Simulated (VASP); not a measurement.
Set up this calculation in VASP 6.6.1, as the native input.

```
Task                   : single point
Functional             : PBE
Potentials or basis    : VASP PAW PBE potentials, release 64 (Ga_d, N)
Cutoff                 : 520 eV
k mesh                 : 12 × 12 × 6
Occupations            : gaussian, width 0.02 eV
Spin                   : no spin polarisation
Dipole correction      : no
Further INCAR settings : ALGO = Normal; EDIFF = 1e-07; NBANDS = 26
```

The structure of GaN lies in POSCAR:

```
GaN
1.0
    3.2173010565      0.0000000000      0.0000000000
   -1.6086505283      2.7862644465      0.0000000000
    0.0000000000      0.0000000000      4.7616571800
Ga N
2 2
Direct
    0.3333333333      0.6666666667     -0.0116144019
    0.6666666667      0.3333333333      0.4883855981
    0.3333333333      0.6666666667      0.3866144019
    0.6666666667      0.3333333333      0.8866144019
```

This cell differs from its parent crystal: strained.

One way to write it, as run:

INCAR

```
PREC = Accurate
ENCUT = 520
EDIFF = 1E-7
ISMEAR = 0
SIGMA = 0.02
LREAL = False
LASPH = True
NELM = 60
ALGO = Normal
ISIF = 2
LWAVE = False
LCHARG = True
GGA = PE
LELF = True
LVHAR = True
NBANDS = 26
```

KPOINTS

```
regular mesh
0
Gamma
  12 12 6
```

Potentials or basis: VASP PAW PBE potentials, release 64 (Ga_d, N).

The run is started by

```bash
$ cat potpaw_PBE.64/Ga_d/POTCAR potpaw_PBE.64/N/POTCAR > POTCAR
$ mpirun -np 1 vasp_std > vasp.out
```

Results of the run:

| Property | Result |
| --- | --- |
| Pressure | 20.0 GPa |
| Largest force | 0.084 eV/Å |
| Band gap on the k mesh | 2.13 eV, direct |

Caveat: the cell differs from its parent crystal (strained).

It took 26 s on 1 thread of Intel(R) Xeon(R) 6975P-C (Granite Rapids), on a shared host, peak memory 0.2 GiB.
